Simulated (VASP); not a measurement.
# Ge (P-1) in VASP: further runs, part 2 of 2

VASP 6.6.1. Earlier steps stand in the parts before.

**3. Single point, LDA**

Input file INCAR:

```
SYSTEM = Ge
PREC     = Accurate       ! precision mode
ENCUT    = 520            ! plane-wave cutoff, eV
EDIFF    = 1E-6           ! SCF threshold, eV
ISMEAR   = -1             ! smearing method
SIGMA    = 0.1            ! smearing width, eV
LREAL    = .FALSE.        ! projectors in reciprocal space
LASPH    = .TRUE.         ! aspherical terms in the spheres
NELM     = 100            ! most SCF steps
ALGO     = Normal         ! electronic algorithm
ISIF     = 2              ! what is computed and relaxed
LWAVE    = .FALSE.        ! write WAVECAR
LCHARG   = .FALSE.        ! write CHGCAR
NBANDS   = 21             ! bands
```

Input file KPOINTS:

```
Automatic mesh
0
G
  8 8 4
  0 0 0
```

Input file POSCAR:

```
Ge
1.0
    1.4880500000     -2.5946900000      0.0000000000
    1.4880500000      2.5946900000      0.0000000000
    0.0000000000      0.0000000000      4.7276000000
Ge
2
Direct
    0.6755840250      0.2957559750      0.2112000000
    0.3264000000      0.6967000000      0.7408700000
```

Potentials or basis: VASP PAW LDA potentials, release 64 (Ge_d).

The run is started by

```bash
> cat potpaw_LDA.64/Ge_d/POTCAR > POTCAR
> mpirun -np 1 vasp_std > vasp.out
```

OUTCAR:

```text
SYSTEM = Ge
   PREC = Accurate
   ENCUT = 520
   EDIFF = 1E-6
   ISMEAR = -1
   LREAL = .FALSE.
   LASPH = .TRUE.
   NELM = 100
   ISIF = 2

 ion  position               nearest neighbor table
   1  0.676  0.296  0.211-   2 2.71   2 2.80
   2  0.326  0.697  0.741-   1 2.71   1 2.80

  LATTYP: Found a base centered orthorhombic cell.
 ALAT       =     2.9761000000
 B/A-ratio  =     1.7436846880
 C/A-ratio  =     1.5885218911

  Lattice vectors:

 A1 = (   1.4880500000,  -2.5946900000,   0.0000000000)
 A2 = (   1.4880500000,   2.5946900000,   0.0000000000)
 A3 = (   0.0000000000,   0.0000000000,   4.7276000000)

Analysis of symmetry for initial positions (statically):
=====================================================================
 Subroutine PRICEL returns:
 Original cell was already a primitive cell.

 Routine SETGRP: Setting up the symmetry group for a
 base centered orthorhombic supercell.

 Subroutine GETGRP returns: Found  2 space group operations
 (whereof  1 operations were pure point group operations)
 out of a pool of  8 trial point group operations.

[... 160 lines left out ...]
  free energy    TOTEN  =        -9.74664069 eV

  energy without entropy =       -9.71379242  energy(sigma->0) =       -9.73021655

 E-fermi :   6.9570     XC(G=0): -11.7339

 val. band max:        6.9496833363   @ k =   0.5000  -0.2500   0.2500
 cond. band min:       6.9774908628   @ k =  -0.3750   0.5000  -0.2500
 fundamental gap:      0.0278075265
 Fermi energy:         6.9569917509

 k-point     1 :       0.0000    0.0000    0.0000
  band No.  band energies     occupation
      1     -17.9717      2.00000
      2     -17.9688      2.00000
      3     -17.9585      2.00000
      4     -17.9547      2.00000
      5     -17.9399      2.00000
      6     -17.9353      2.00000
[... 565 lines left out ...]
     20      20.6145      0.00000
     21      25.1335      0.00000

 [... further k-points ...]

------------------------ aborting loop because EDIFF is reached ----------------------------------------

  FORCE on cell =-STRESS in cart. coord.  units (eV):
  Direction    XX          YY          ZZ          XY          YZ          ZX
  --------------------------------------------------------------------------------------
  -------------------------------------------------------------------------------------
  Total       -0.4517397     -0.7611386      1.0428144      0.0269475      0.1103776      0.1218672
  in kB      -19.8255460    -33.4041656     45.7660987      1.1826486      4.8441506      5.3483956
  external PRESSURE =      -2.4878710 kB  Pullay stress =       0.0000000 kB

 VOLUME and BASIS-vectors are now :
 -----------------------------------------------------------------------------
  energy-cutoff  :      520.00
  volume of cell :       36.51
      direct lattice vectors                 reciprocal lattice vectors
     1.488050000 -2.594690000  0.000000000     0.336010215 -0.192701248  0.000000000
     1.488050000  2.594690000  0.000000000     0.336010215  0.192701248  0.000000000
     0.000000000  0.000000000  4.727600000     0.000000000  0.000000000  0.211523818

 POSITION                                       TOTAL-FORCE (eV/Angst)
 -----------------------------------------------------------------------------------
      1.44540     -0.98554      0.99847        -0.007904      0.002849      0.494076
      1.52242      0.96081      3.50254         0.007904     -0.002849     -0.494076
 -----------------------------------------------------------------------------------
    total drift:                               -0.000033      0.000008      0.000273

  FREE ENERGIE OF THE ION-ELECTRON SYSTEM (eV)
  ---------------------------------------------------
  free  energy   TOTEN  =        -9.7466406900 eV

  energy  without entropy=       -9.7137924190  energy(sigma->0) =       -9.73021655
```

stdout:

```text
POSCAR found type information on POSCAR Ge
 POSCAR found :  1 types and       2 ions
 scaLAPACK will be used
 LDA part: xc-table for (Slater(with rela. corr.)+CA(PZ))
 , standard interpolation
 POSCAR, INCAR and KPOINTS ok, starting setup
 FFT: planning ... GRIDC
 FFT: planning ... GRID_SOFT
 FFT: planning ... GRID
 WAVECAR not read
 entering main loop
```

Run time: 36 s. Hardware: 1 thread of AMD EPYC 9R45 (Zen 5), shared host; peak memory 0.16 GiB.

What came out:

```
Free energy            : -9.7466 eV
Pressure               : -0.2 GPa
Largest force          : 0.494 eV/Å
Band gap on the k mesh : zero (bands 14 and 15 overlap by 8.74 eV)
```

Forces in eV/Å, atoms in the order of the input:
```
Ge  -0.008  0.003  0.494
Ge   0.008 -0.003 -0.494
```

Levels at points of the mesh, in eV from the Fermi level:
```csv
k point,band 11,band 12,band 13,band 14,band 15,band 16,band 17,band 18
"(0.00, 0.00, 0.00)",-13.62,-7.67,-5.63,6.01,6.82,7.70,9.10,9.92
"(0.50, 0.00, 0.00)",-8.67,-7.42,-2.44,-1.55,-0.85,1.22,2.29,5.48
"(0.00, 0.50, 0.00)",-8.43,-7.73,-2.27,-1.63,-0.47,0.68,2.24,5.83
"(0.50, 0.50, 0.00)",-9.08,-6.91,-2.83,-1.65,-1.22,2.16,2.29,6.23
"(0.00, 0.00, 0.50)",-12.41,-11.36,1.26,2.18,7.03,7.37,7.63,7.87
"(0.50, 0.00, 0.50)",-7.59,-6.95,-5.35,-4.79,3.33,4.05,4.94,5.36
"(0.00, 0.50, 0.50)",-7.41,-7.02,-5.35,-4.98,3.38,4.20,4.99,5.16
"(0.50, 0.50, 0.50)",-7.97,-7.04,-5.21,-4.45,3.48,4.42,4.54,5.06
```

**4. Single point, LDA**

This run uses another cell than the first one, of 18.16 Å³/atom.

Input file INCAR:

```
ALGO = Normal
EDIFF = 1E-6
ENCUT = 520
ISIF = 2
ISMEAR = -1
LASPH = T
LCHARG = F
LREAL = F
LWAVE = F
NBANDS = 21
NELM = 80
PREC = Accurate
SIGMA = 0.1
```

Input file KPOINTS:

```
k-points
0
Gamma
  8 8 4
```

Input file POSCAR:

```
Ge
1.0
    1.4855657717     -2.5903582891      0.0000000000
    1.4855657717      2.5903582891      0.0000000000
    0.0000000000      0.0000000000      4.7197074978
Ge
2
Direct
    0.6717300000      0.2996100000      0.2112000000
    0.3264000000      0.6967000000      0.7408700000
```

Potentials or basis: VASP PAW LDA potentials, release 64 (Ge_d).

The run is started by

```bash
> cat potpaw_LDA.64/Ge_d/POTCAR > POTCAR
> mpirun -np 1 vasp_std > vasp.out
```

OUTCAR:

```text
EDIFF = 1E-6
   ENCUT = 520
   ISIF = 2
   ISMEAR = -1
   LASPH = T
   LREAL = F
   NELM = 80
   PREC = Accurate

 ion  position               nearest neighbor table
   1  0.672  0.300  0.211-   2 2.71   2 2.80
   2  0.326  0.697  0.741-   1 2.71   1 2.80

  LATTYP: Found a base centered orthorhombic cell.
 ALAT       =     2.9711315434
 B/A-ratio  =     1.7436846880
 C/A-ratio  =     1.5885218910

  Lattice vectors:

 A1 = (   1.4855657717,  -2.5903582891,   0.0000000000)
 A2 = (   1.4855657717,   2.5903582891,   0.0000000000)
 A3 = (   0.0000000000,   0.0000000000,   4.7197074978)

Analysis of symmetry for initial positions (statically):
=====================================================================
 Subroutine PRICEL returns:
 Original cell was already a primitive cell.

 Routine SETGRP: Setting up the symmetry group for a
 base centered orthorhombic supercell.

 Subroutine GETGRP returns: Found  2 space group operations
 (whereof  1 operations were pure point group operations)
 out of a pool of  8 trial point group operations.
[... 160 lines left out ...]
  ---------------------------------------------------
  free energy    TOTEN  =        -9.74660294 eV

  energy without entropy =       -9.71395748  energy(sigma->0) =       -9.73028021

 E-fermi :   7.0118     XC(G=0): -11.7600

 val. band max:        7.0045246063   @ k =   0.3750   0.5000  -0.2500
 cond. band min:       7.0447576360   @ k =   0.5000  -0.1250   0.2500
 fundamental gap:      0.0402330297
 Fermi energy:         7.0117575691

 k-point     1 :       0.0000    0.0000    0.0000
  band No.  band energies     occupation
      1     -17.9173      2.00000
      2     -17.9133      2.00000
      3     -17.9034      2.00000
      4     -17.9002      2.00000
      5     -17.8873      2.00000
      6     -17.8814      2.00000
[... 565 lines left out ...]
     20      20.7042      0.00000
     21      25.2471      0.00000

 [... further k-points ...]

------------------------ aborting loop because EDIFF is reached ----------------------------------------

  FORCE on cell =-STRESS in cart. coord.  units (eV):
  Direction    XX          YY          ZZ          XY          YZ          ZX
  --------------------------------------------------------------------------------------
  -------------------------------------------------------------------------------------
  Total       -0.3980957     -0.6576497      1.1362331      0.0294233      0.1036428      0.1180603
  in kB      -17.5590602    -29.0073748     50.1165542      1.2977915      4.5714374      5.2073595
  external PRESSURE =       1.1833731 kB  Pullay stress =       0.0000000 kB

 VOLUME and BASIS-vectors are now :
 -----------------------------------------------------------------------------
  energy-cutoff  :      520.00
  volume of cell :       36.32
      direct lattice vectors                 reciprocal lattice vectors
     1.485565772 -2.590358289  0.000000000     0.336572106 -0.193023491  0.000000000
     1.485565772  2.590358289  0.000000000     0.336572106  0.193023491  0.000000000
     0.000000000  0.000000000  4.719707498     0.000000000  0.000000000  0.211877537

 POSITION                                       TOTAL-FORCE (eV/Angst)
 -----------------------------------------------------------------------------------
      1.44299     -0.96392      0.99680        -0.007468      0.002706      0.507536
      1.51988      0.95921      3.49669         0.007468     -0.002706     -0.507536
 -----------------------------------------------------------------------------------
    total drift:                               -0.000047     -0.000018      0.000237

  FREE ENERGIE OF THE ION-ELECTRON SYSTEM (eV)
  ---------------------------------------------------
  free  energy   TOTEN  =        -9.7466029381 eV

  energy  without entropy=       -9.7139574771  energy(sigma->0) =       -9.73028021
```

OSZICAR:

```text
N       E                     dE             d eps       ncg     rms          rms(c)
DAV:   1     0.178912951416E+03    0.17891E+03   -0.14126E+04  6377   0.381E+03
DAV:   2     0.141015541684E+02   -0.16481E+03   -0.15951E+03  5569   0.598E+02
DAV:   3    -0.912174428375E+01   -0.23223E+02   -0.23013E+02  6233   0.132E+02
DAV:   4    -0.977613863376E+01   -0.65439E+00   -0.65396E+00  6195   0.256E+01
DAV:   5    -0.978567029237E+01   -0.95317E-02   -0.95313E-02  6342   0.341E+00    0.182E+00
DAV:   6    -0.975844782017E+01    0.27222E-01   -0.22090E-02  7580   0.224E+00    0.983E-01
DAV:   7    -0.974698108327E+01    0.11467E-01   -0.13783E-02  7650   0.140E+00    0.921E-02
DAV:   8    -0.974660203301E+01    0.37905E-03   -0.12308E-03  6776   0.611E-01    0.302E-02
DAV:   9    -0.974660277448E+01   -0.74147E-06   -0.30879E-05  6340   0.600E-02    0.920E-03
DAV:  10    -0.974660293808E+01   -0.16360E-06   -0.14068E-06  5120   0.111E-02
   1 F= -.97466029E+01 E0= -.97302802E+01  d E =-.326455E-01
```

Wall time 36 s (1 thread of AMD EPYC 9R45 (Zen 5), shared host); peak memory 0.16 GiB.

What came out:

| Property | Result |
| --- | --- |
| Free energy | -9.7466 eV |
| Pressure | 0.1 GPa |
| Largest force | 0.508 eV/Å |
| Band gap on the k mesh | zero (bands 14 and 15 overlap by 8.81 eV) |

Forces in eV/Å, atoms in the order of the input:
```
Ge  -0.007  0.003  0.508
Ge   0.007 -0.003 -0.508
```

Stress tensor (GPa, compression positive):
```
-1.76  0.13  0.52
 0.13 -2.90  0.46
 0.52  0.46  5.01
```

**5. Single point, LDA**

This run uses another cell than the first one, of 18.34 Å³/atom.

Input file INCAR:

```
SYSTEM = Ge
ALGO = Normal
EDIFF = 1E-7
ENCUT = 520
ISIF = 2
ISMEAR = -1
LASPH = .True.
LCHARG = .True.
LELF = .True.
LREAL = .False.
LVHAR = .True.
LWAVE = .False.
NBANDS = 21
NELM = 100
PREC = Accurate
SIGMA = 0.1
```

Input file KPOINTS:

```
k-points
0
Gamma
  8 8 4
  0 0 0
```

Input file POSCAR:

```
Ge
1.0
    1.4905259613     -2.5990072958      0.0000000000
    1.4905259613      2.5990072958      0.0000000000
    0.0000000000      0.0000000000      4.7354662375
Ge
2
Direct
    0.6717300000      0.2996100000      0.2112000000
    0.3264000000      0.6967000000      0.7408700000
```

The run is started by

```bash
> cat potpaw_LDA.64/Ge_d/POTCAR > POTCAR
> mpirun -np 1 vasp_std > vasp.out
```

It took 39 s on 1 thread of AMD EPYC 9R45 (Zen 5), shared host; peak memory 0.16 GiB.

Results (log left out):

```
Free energy            : -9.7463 eV
Pressure               : -0.6 GPa
Largest force          : 0.475 eV/Å
Band gap on the k mesh : zero (bands 14 and 15 overlap by 8.72 eV)
```

Forces in eV/Å, atoms in the order of the input:
```
Ge  -0.008  0.001  0.475
Ge   0.008 -0.001 -0.475
```

Stress tensor (GPa, compression positive):
```
-2.38  0.13  0.51
 0.13 -3.49  0.43
 0.51  0.43  4.10
```

Levels at points of the mesh, in eV from the Fermi level:
```
           k point  band 10  band 11  band 12  band 13  band 14  band 15  band 16  band 17  band 18  band 19
(0.00, 0.00, 0.00)   -24.79   -13.57    -7.66    -5.60     6.01     6.73     7.72     9.01     9.86    11.23
(0.50, 0.00, 0.00)   -24.79    -8.66    -7.38    -2.46    -1.54    -0.86     1.26     2.26     5.54     7.74
(0.00, 0.50, 0.00)   -24.80    -8.43    -7.69    -2.28    -1.62    -0.49     0.72     2.22     5.89     7.35
(0.50, 0.50, 0.00)   -24.78    -9.04    -6.93    -2.82    -1.61    -1.21     2.09     2.28     6.22     7.27
(0.00, 0.00, 0.50)   -24.81   -12.37   -11.33     1.25     2.16     7.01     7.31     7.60     7.82    12.02
(0.50, 0.00, 0.50)   -24.79    -7.60    -6.94    -5.32    -4.75     3.32     4.06     4.88     5.29     8.18
(0.00, 0.50, 0.50)   -24.79    -7.41    -7.01    -5.33    -4.94     3.37     4.21     4.94     5.10     8.19
(0.50, 0.50, 0.50)   -24.80    -7.93    -7.03    -5.20    -4.45     3.47     4.41     4.53     5.03     8.36
```

**6. Summary**

| cell | gap on the mesh (eV) | pressure (GPa) | largest force (eV/Å) |
| --- | --- | --- | --- |
| a = 2.991, b = 2.991, c = 4.728 Å, angles 90.0, 90.0, 120.3°, 2 atoms, atomic positions A | none | -0.2 | 0.49 |
| a = 2.991, b = 2.991, c = 4.728 Å, angles 90.0, 90.0, 120.3°, 2 atoms, atomic positions B | none | -0.2 | 0.49 |
| a = 2.986, b = 2.986, c = 4.720 Å, angles 90.0, 90.0, 120.3°, 2 atoms, atomic positions C | none | 0.1 | 0.51 |
| a = 2.996, b = 2.996, c = 4.735 Å, angles 90.0, 90.0, 120.3°, 2 atoms, atomic positions C | none | -0.6 | 0.47 |

Alike in all rows: task single point; level LDA; potentials or basis VASP PAW LDA potentials, release 64 (Ge_d); no spin polarisation; k mesh 8 × 8 × 4; cutoff (eV) 520; smearing fermi-dirac 0.1 eV.

Total energies depend on the potentials used, so only differences within one code and one set of settings carry meaning.
